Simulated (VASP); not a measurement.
Wanted: the native input for a VASP 6.6.1 run.

| Item | Value |
| --- | --- |
| Task | single point |
| Functional | r2SCAN |
| Potentials or basis | VASP PAW PBE potentials, release 64 (Sn_d, Te) |
| Cutoff | 520 eV |
| k mesh | 12 × 12 × 12 |
| Occupations | fermi-dirac, width 0.1 eV |
| Spin | no spin polarisation |
| Dipole correction | no |
| Further INCAR settings | ALGO = Normal; EDIFF = 1e-07; NBANDS = 17 |

Crystal: SnTe (zincblende type).

```
Sn Te
1.0
     0.00000    2.93327    2.93327
     2.93327    0.00000    2.93327
     2.93327    2.93327    0.00000
Sn Te
1 1
Direct
  0.00000 0.00000 0.00000
  0.25000 0.25000 0.25000
```

These files were run (other wordings do the same):

POSCAR

```
SnTe
1.0
    0.0000000000      2.9332672060      2.9332672060
    2.9332672060      0.0000000000      2.9332672060
    2.9332672060      2.9332672060      0.0000000000
Sn Te
1 1
Direct
    0.0000000000      0.0000000000      0.0000000000
    0.2500000000      0.2500000000      0.2500000000
```

INCAR.step1

```
ALGO = Normal
EDIFF = 1E-4
ENCUT = 520
GGA = PE
ISMEAR = -1
LASPH = T
LCHARG = F
LREAL = F
LWAVE = T
NBANDS = 17
NELM = 60
PREC = Accurate
SIGMA = 0.1
```

INCAR.step2

```
ALGO = Normal
EDIFF = 1E-7
ENCUT = 520
ISIF = 2
ISMEAR = -1
ISTART = 1
LASPH = T
LCHARG = T
LELF = T
LMIXTAU = T
LREAL = F
LVHAR = T
LWAVE = F
METAGGA = R2SCAN
NBANDS = 17
NELM = 60
PREC = Accurate
SIGMA = 0.1
```

KPOINTS

```
k-points
0
Gamma
  12 12 12
```

Potentials or basis: VASP PAW PBE potentials, release 64 (Sn_d, Te).

Command:

```sh
$ cat potpaw_PBE.64/Sn_d/POTCAR potpaw_PBE.64/Te/POTCAR > POTCAR
$ cp INCAR.step1 INCAR
$ mpirun -np 1 vasp_std > vasp.out
$ cp INCAR.step2 INCAR
$ mpirun -np 1 vasp_std > vasp.out
```

It gave:

```json
{"Pressure": "48.7 GPa", "Band gap on the k mesh": "zero (bands 10 and 11 overlap by 2.88 eV)"}
```

Caveat: the cell stands under pressure; the PAW data sets were made with another functional, which shifts forces and pressure a little; spin-orbit coupling is left out, which moves the levels of the heavy elements.

Wall time 2.3 min on 1 thread of Intel(R) Xeon(R) Platinum 8488C (Sapphire Rapids), with other jobs on the host, peak memory 0.23 GiB.
